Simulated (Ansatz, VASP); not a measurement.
# Two plane-wave programs on SnO

INCAR

```
ALGO = Normal
DIPOL = 0.5 0.5 0.408
EDIFF = 1E-6
ENCUT = 520
GGA = PE
IDIPOL = 3
ISIF = 2
ISMEAR = 0
IVDW = 12
LASPH = True
LCHARG = False
LDIPOL = True
LREAL = False
LWAVE = False
NBANDS = 50
NELM = 80
PREC = Accurate
SIGMA = 0.05
```

Contents of KPOINTS:

```
k-points
0
Gamma
  7 7 1
```

File POSCAR:

```
SnO
1.0
    3.8201636883      0.0000000000      0.0000000000
    0.0000000000      3.8201636883      0.0000000000
    0.0000000000      0.0000000000     22.2260802162
Sn O
4 4
Direct
    0.7500000000      0.2500000000      0.2024648501
    0.2500000000      0.7500000000      0.3087831971
    0.7500000000      1.2500000000      0.5067488283
    1.2500000000      0.7500000000      0.6130671753
    0.2500000000      0.2500000000      0.2556240236
    0.7500000000      0.7500000000      0.2556240236
    1.2500000000      1.2500000000      0.5599080018
    0.7500000000      0.7500000000      0.5599080018
```

Input for Ansatz:

```yaml
crystal:
  lattice:
    - [3.8201636883, 0.0, 0.0]
    - [0.0, 3.8201636883, 0.0]
    - [0.0, 0.0, 22.2260802162]
  atoms:
    - { symbol: Sn, position: [0.75, 0.25, 0.2024648501] }
    - { symbol: O, position: [0.25, 0.25, 0.2556240236] }
    - { symbol: O, position: [0.75, 0.75, 0.2556240236] }
    - { symbol: Sn, position: [0.25, 0.75, 0.3087831971] }
    - { symbol: Sn, position: [0.75, 1.25, 0.5067488283] }
    - { symbol: O, position: [1.25, 1.25, 0.5599080018] }
    - { symbol: O, position: [0.75, 0.75, 0.5599080018] }
    - { symbol: Sn, position: [1.25, 0.75, 0.6130671753] }
basis:
  ecutwfc: 420
kpoints:
  mp_grid: { grid: [7, 7, 1] }
hamiltonian:
  xc: pbe
  pseudopotentials: { kind: paw, azcp: { folder: soft_1 } }
  dispersion: d3bj
scf:
  occupations: { method: gaussian, width: 0.05 }
output:
  forces: true
  eigenvalues: true
efield:
  axis: 3
  dipole_correction: true
  ramp_width: 0.04
```

Alike in both runs: task single point; functional PBE; dispersion D3(BJ); k mesh 7 × 7 × 1; occupations gaussian, width 0.05 eV; no spin polarisation.

|  | VASP | Ansatz |
| --- | --- | --- |
| version | VASP 6.6.1 | Ansatz 0.2.0 |
| potentials or method | VASP PAW PBE potentials, release 64 (Sn_d, O), cutoff 520 eV | scalar-relativistic, plane waves, PAW |
| valence electrons in the cell | 80 | 80 |

VASP gave:

* gap on the k mesh at the Fermi level (eV): 2.61
* least direct gap on the mesh (eV): 2.63
* rms of the force components (eV/Å): 0.057

Task: Estimate Ansatz's values.

Result: gap on the k mesh at the Fermi level (eV): 2.65; least direct gap on the mesh (eV): 2.67; rms of the force components (eV/Å): 0.024.
